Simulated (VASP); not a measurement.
# TaN (Cmcm) in VASP: single point with PBE

Aim: the single point of TaN with PBE.

Program: VASP 6.6.1. These are calculated values, not measurements. Logs are shortened: lines on timing, memory, paths and dates and some standing lists are left out, and cuts for length are marked.

### Step 1. The cell of the first run

Symmetry: Cmcm, No. 63, orthorhombic system. The conventional cell has a = 4.416 Å, b = 4.416 Å, c = 4.416 Å, α = 90.00°, β = 90.00°, γ = 90.00°. Within 3.0 Å of Ta (site symmetry m2m) lie 6 N at 2.19 to 2.23 Å and 2 Ta at 2.90 Å. N (site symmetry m2m) has 6 Ta at 2.19 to 2.23 Å and 2 N at 2.88 Å within 2.9 Å.

### Step 2. Single point, PBE (atoms displaced along a vibrational mode)

Input file INCAR:

```
ALGO = Normal
EDIFF = 1E-6
ENCUT = 700
GGA = PE
GGA_COMPAT = False
ISIF = 2
ISMEAR = 0
LASPH = True
LCHARG = False
LREAL = False
LWAVE = False
NBANDS = 26
NELM = 120
PREC = Accurate
SIGMA = 0.15
```

Input file KPOINTS:

```
k-points
0
Gamma
  14 14 10
```

Input file POSCAR:

```
TaN
1.0
    0.0000000000     -2.2081122572     -2.2081122572
    0.0000000000      2.2081122572     -2.2081122572
    4.4162245144      0.0000000000      0.0000000000
Ta N
2 2
Direct
    0.5364019952      0.4635980048      0.0000000000
   -0.0364019952      0.0364019952      0.5000000000
    0.4594223529      0.5405776471      0.5000000000
    0.0405776471     -0.0405776471      0.0000000000
```

Potentials or basis: VASP PAW PBE potentials, release 64 (Ta_sv_GW, N).

Started as:

```console
> cat potpaw_PBE.64/Ta_sv_GW/POTCAR potpaw_PBE.64/N/POTCAR > POTCAR
> mpirun -np 1 vasp_std > vasp.out
```

OUTCAR:

```text
EDIFF = 1E-6
   ENCUT = 700
   GGA = PE
   ISIF = 2
   ISMEAR = 0
   LASPH = True
   LREAL = False
   NELM = 120
   PREC = Accurate

 ion  position               nearest neighbor table
   1  0.536  0.464  0.000-   4 2.19   4 2.21   4 2.21   4 2.23   3 2.23   3 2.23   2 2.90   2 2.90
                             2 3.14   2 3.14   2 3.14   2 3.14
   2  0.964  0.036  0.500-   3 2.19   3 2.21   3 2.21   3 2.23   4 2.23   4 2.23   1 2.90   1 2.90
                             1 3.14   1 3.14   1 3.14   1 3.14
   3  0.459  0.541  0.500-   2 2.19   2 2.21   2 2.21   2 2.23   1 2.23   1 2.23
   4  0.041  0.959  0.000-   1 2.19   1 2.21   1 2.21   1 2.23   2 2.23   2 2.23

  LATTYP: Found a simple tetragonal cell.
 ALAT       =     3.1227423014
 C/A-ratio  =     1.4142135624

  Lattice vectors:

 A1 = (   0.0000000000,  -2.2081122572,  -2.2081122572)
 A2 = (   0.0000000000,   2.2081122572,  -2.2081122572)
 A3 = (   4.4162245144,   0.0000000000,   0.0000000000)

Analysis of symmetry for initial positions (statically):
=====================================================================
 Subroutine PRICEL returns:
 Original cell was already a primitive cell.

 Routine SETGRP: Setting up the symmetry group for a
 simple tetragonal supercell.

 Subroutine GETGRP returns: Found  8 space group operations
 (whereof  4 operations were pure point group operations)
 out of a pool of 16 trial point group operations.

The static configuration has the point symmetry C_2v.
 The point group associated with its full space group is D_2h.

Analysis of symmetry for dynamics (positions and initial velocities):
=====================================================================
 Subroutine PRICEL returns:
 Original cell was already a primitive cell.

 Routine SETGRP: Setting up the symmetry group for a
 simple tetragonal supercell.

 Subroutine GETGRP returns: Found  8 space group operations
 (whereof  4 operations were pure point group operations)
 out of a pool of 16 trial point group operations.

The dynamic configuration has the point symmetry C_2v.
 The point group associated with its full space group is D_2h.

 Subroutine INISYM returns: Found  8 space group operations
 (whereof  4 operations are pure point group operations),
 and found     1 'primitive' translations

----------------------------------------------------------------------------------------

                                     Primitive cell

  volume of cell :      43.0649

  direct lattice vectors                    reciprocal lattice vectors
     0.000000000 -2.208112257 -2.208112257     0.000000000 -0.226437763 -0.226437763
     0.000000000  2.208112257 -2.208112257     0.000000000  0.226437763 -0.226437763
     4.416224514  0.000000000  0.000000000     0.226437763  0.000000000  0.000000000

  length of vectors
     3.122742301  3.122742301  4.416224514     0.320231355  0.320231355  0.226437763

  position of ions in fractional coordinates (direct lattice)
     0.536401995  0.463598005  0.000000000
     0.963598005  0.036401995  0.500000000
     0.459422353  0.540577647  0.500000000
     0.040577647  0.959422353  0.000000000

  ion indices of the primitive-cell ions
   primitive index   ion index
                 1           1
                 2           2
                 3           3
                 4           4

----------------------------------------------------------------------------------------

 KPOINTS: k-points

Automatic generation of k-mesh.
 Grid dimensions read from file:
 generate k-points for:   14   14   10

 Generating k-lattice:

  Cartesian coordinates                     Fractional coordinates (reciprocal lattice)
     0.000000000 -0.016174126 -0.016174126     0.071428571  0.000000000  0.000000000
     0.000000000  0.016174126 -0.016174126     0.000000000  0.071428571  0.000000000
     0.022643776  0.000000000  0.000000000     0.000000000  0.000000000  0.100000000

  Length of vectors
     0.022873668  0.022873668  0.022643776

  Shift w.r.t. Gamma in fractional coordinates (k-lattice)
     0.000000000  0.000000000  0.000000000

 Subroutine IBZKPT returns following result:
 ===========================================

 Found    342 irreducible k-points:

 Following reciprocal coordinates:
            Coordinates               Weight
  0.000000  0.000000  0.000000      1.000000
  0.071429  0.000000  0.000000      4.000000
  0.142857  0.000000  0.000000      4.000000
  0.214286  0.000000  0.000000      4.000000
  0.285714  0.000000  0.000000      4.000000
  0.357143  0.000000  0.000000      4.000000
[... 16 lines left out ...]
 -0.142857  0.142857  0.000000      2.000000
  0.214286  0.142857  0.000000      4.000000
 [... further k-points ...]
   k-points           NKPTS =    342   k-points in BZ     NKDIM =    342   number of bands    NBANDS=     26
   number of dos      NEDOS =    301   number of ions     NIONS =      4
   total plane-waves  NPLWV =  31360
   dimension x,y,z NGX =    28 NGY =   28 NGZ =   40
   dimension x,y,z NGXF=    56 NGYF=   56 NGZF=   80
   ions per type =               2   2
   NGX,Y,Z   is equivalent  to a cutoff of  14.91, 14.91, 15.06 a.u.
   NGXF,Y,Z  is equivalent  to a cutoff of  29.81, 29.81, 30.12 a.u.
 SYSTEM =  unknown system
   PREC   = accura    normal or accurate (medium, high low for compatibility)
   ISTART =      0    job   : 0-new  1-cont  2-samecut
   ICHARG =      2    charge: 1-file 2-atom 10-const
   ISPIN  =      1    spin polarized calculation?
   LNONCOLLINEAR =      F non collinear calculations
   LSORBIT =      F    spin-orbit coupling
   LASPH  =      T    aspherical Exc in radial PAW
   ENCUT  =  700.0 eV  51.45 Ry    7.17 a.u.   6.74  6.74  9.53*2*pi/ulx,y,z
   NELM   =    120;   NELMIN=  2; NELMDL= -5     # of ELM steps
   EDIFF  = 0.1E-05   stopping-criterion for ELM
   LREAL  =      F    real-space projection
   EDIFFG = 0.1E-04   stopping-criterion for IOM
   NSW    =      0    number of steps for IOM
   IBRION =     -1    ionic relax: 0-MD 1-quasi-New 2-CG
   NFREE  =      0    steps in history (QN), initial steepest desc. (CG)
   ISIF   =      2    stress and relaxation
   ISYM   =      2    0-nonsym 1-usesym 2-fastsym
   POTIM  = 0.5000    time-step for ionic-motion
   TEBEG  =    0.0;   TEEND  =   0.0 temperature during run
   PSTRESS=    0.0 pullay stress
   NELECT =      36.0000    total number of electrons
   NUPDOWN=      -1.0000    fix difference up-down
   EMIN   =  10.00;   EMAX   =-10.00  energy-range for DOS
   EFERMI =   0.00;   METHOD = LEGACY
   ISMEAR =     0;   SIGMA  =   0.15  broadening in eV -4-tet -1-fermi 0-gaus
   EFERMI_NEDOS =   21; number of points for ismear=-14 and -15
   IALGO  =     38    algorithm
   IMIX   =      4    mixing-type and parameters
     AMIX     =   0.40;   BMIX     =  1.00
     AMIX_MAG =   1.60;   BMIX_MAG =  1.00
  volume/ion in A,a.u.               =      10.77        72.65
  Fermi-wavevector in a.u.,A,eV,Ry     =   1.542178  2.914294 32.358915  2.378313
  Thomas-Fermi vector in A             =   2.648019
   LORBIT       =      0    0 simple, 1 ext, 2 COOP (PROOUT), +10 PAW based schemes
   GGA     = PE    functional components
   LHFCALC =     F    Hartree Fock is set to
   AEXX    =    0.0000 exact exchange contribution
   IVDW    =     0    specifies the selected vdW correction
   LEPSILON=     F    determine dielectric tensor
   LRPA    =     F    only Hartree local field effects (RPA)
 non-spin polarized calculation
 Gauss-broadening in eV      SIGMA  =   0.15
  energy-cutoff  :      700.00
  volume of cell :       43.06
 maximum number of plane-waves:      1868
   NGX = 13   NGY = 13   NGZ = 19

 number of electron      36.0000000 magnetization

 Free energy of the ion-electron system (eV)
  ---------------------------------------------------
  ext. energy  EPLUGINS =         0.00000000
  ---------------------------------------------------
  free energy    TOTEN  =       -48.76380094 eV

  energy without entropy =      -48.74742576  energy(sigma->0) =      -48.75561335

 E-fermi :  13.3207     XC(G=0): -13.7076

 val. band max:       13.3181681925   @ k =   0.3571   0.0714   0.3000
 cond. band min:      13.3277362466   @ k =   0.5000   0.5000   0.5000
 fundamental gap:      0.0095680541
 Fermi energy:        13.3206994364

 k-point     1 :       0.0000    0.0000    0.0000
  band No.  band energies     occupation
      1     -55.9808      2.00000
      2     -55.8985      2.00000
      3     -22.8555      2.00000
      4     -22.4715      2.00000
      5     -22.4179      2.00000
      6     -22.2436      2.00000
[... 18 lines left out ...]
     25      16.3766      0.00000
     26      17.6457      0.00000

 k-point     2 :       0.0714    0.0000    0.0000
  band No.  band energies     occupation
      1     -55.9791      2.00000
      2     -55.8985      2.00000
      3     -22.8457      2.00000
      4     -22.4816      2.00000
      5     -22.4224      2.00000
      6     -22.2576      2.00000
[... 18 lines left out ...]
     25      16.3547      0.00000
     26      17.7636      0.00000

 k-point     3 :       0.1429    0.0000    0.0000
  band No.  band energies     occupation
      1     -55.9743      2.00000
      2     -55.8984      2.00000
      3     -22.8169      2.00000
      4     -22.5261      2.00000
      5     -22.4180      2.00000
      6     -22.3096      2.00000
[... 18 lines left out ...]
     25      16.6670      0.00000
     26      17.5203      0.00000

 k-point     4 :       0.2143    0.0000    0.0000
  band No.  band energies     occupation
      1     -55.9669      2.00000
      2     -55.8986      2.00000
      3     -22.7721      2.00000
      4     -22.5983      2.00000
      5     -22.4194      2.00000
      6     -22.3828      2.00000
[... 18 lines left out ...]
     25      17.3833      0.00000
     26      17.7961      0.00000
[... 496 lines left out ...]
      1     -55.9681      2.00000
      2     -55.8980      2.00000
      3     -22.7821      2.00000
      4     -22.5033      2.00000
      5     -22.4921      2.00000
      6     -22.3838      2.00000
[... 18 lines left out ...]
     25      17.6043      0.00000
     26      17.9538      0.00000

 k-point    23 :      -0.1429    0.1429    0.0000
  band No.  band energies     occupation
      1     -55.9679      2.00000
      2     -55.8982      2.00000
      3     -22.7795      2.00000
      4     -22.5588      2.00000
      5     -22.4455      2.00000
      6     -22.2887      2.00000
[... 18 lines left out ...]
     25      17.2407      0.00000
     26      18.0731      0.00000

 k-point    24 :       0.2143    0.1429    0.0000
  band No.  band energies     occupation
      1     -55.9611      2.00000
      2     -55.8978      2.00000
      3     -22.7408      2.00000
      4     -22.5785      2.00000
      5     -22.4715      2.00000
      6     -22.4594      2.00000
[... 18 lines left out ...]
     25      17.5675      0.00000
     26      18.5553      0.00000

 [... further k-points ...]
[... 5 lines left out ...]
  --------------------------------------------------------------------------------------
  -------------------------------------------------------------------------------------
  Total       -1.3407827      2.7373516     -1.0743697      0.0000000      0.0000000      0.0000000
  in kB      -49.8821918    101.8398445    -39.9706198      0.0000000      0.0000000      0.0000000
  external PRESSURE =       3.9956776 kB  Pullay stress =       0.0000000 kB

 VOLUME and BASIS-vectors are now :
 -----------------------------------------------------------------------------
  energy-cutoff  :      700.00
  volume of cell :       43.06
      direct lattice vectors                 reciprocal lattice vectors
     0.000000000 -2.208112257 -2.208112257     0.000000000 -0.226437763 -0.226437763
     0.000000000  2.208112257 -2.208112257     0.000000000  0.226437763 -0.226437763
     4.416224514  0.000000000  0.000000000     0.226437763  0.000000000  0.000000000

 POSITION                                       TOTAL-FORCE (eV/Angst)
 -----------------------------------------------------------------------------------
      0.00000     -0.16076     -2.20811         0.000000      0.223464      0.000000
      2.20811     -2.04735     -2.20811         0.000000     -0.223464      0.000000
      2.20811      0.17920     -2.20811         0.000000     -0.316981      0.000000
      0.00000      2.02891     -2.20811         0.000000      0.316981      0.000000
 -----------------------------------------------------------------------------------
    total drift:                                0.000000      0.000000     -0.000000

  FREE ENERGIE OF THE ION-ELECTRON SYSTEM (eV)
  ---------------------------------------------------
  free  energy   TOTEN  =       -48.7638009438 eV

  energy  without entropy=      -48.7474257558  energy(sigma->0) =      -48.75561335
```

It took 6.8 min on 1 thread of Intel Xeon Platinum 8488C (Sapphire Rapids), shared host; peak memory 0.6 GiB.

Results:

```yaml
Free_energy: -48.7638 eV
Pressure: 0.4 GPa
Largest_force: 0.317 eV/Å
Band_gap_on_the_k_mesh: zero (bands 18 and 19 overlap by 3.08 eV)
```

Forces in eV/Å, atoms in the order of the input:
```
Ta   0.000  0.223  0.000
Ta   0.000 -0.223  0.000
N    0.000 -0.317  0.000
N    0.000  0.317  0.000
```

Levels at points of the mesh, in eV from the Fermi level:
```csv
k point,band 16,band 17,band 18,band 19,band 20,band 21
"(0.00, 0.00, 0.00)",-3.50,-3.36,-1.92,-1.58,-1.55,0.26
"(0.50, 0.00, 0.00)",-5.23,-1.04,0.37,1.33,1.54,2.05
"(0.50, 0.50, 0.00)",-4.39,-4.29,-3.22,2.60,2.82,3.61
"(0.00, 0.00, 0.50)",-4.32,-3.86,-3.86,0.68,0.68,1.67
"(0.50, 0.00, 0.50)",-6.96,1.50,1.50,2.06,2.06,2.20
"(0.50, 0.50, 0.50)",-6.15,-0.41,-0.41,0.01,0.01,3.75
```

Caveat: the cell differs from its parent crystal (atoms displaced along a vibrational mode); the stress differs along the axes, from -5 to 10 GPa; spin-orbit coupling is left out, which moves the levels of the heavy elements.
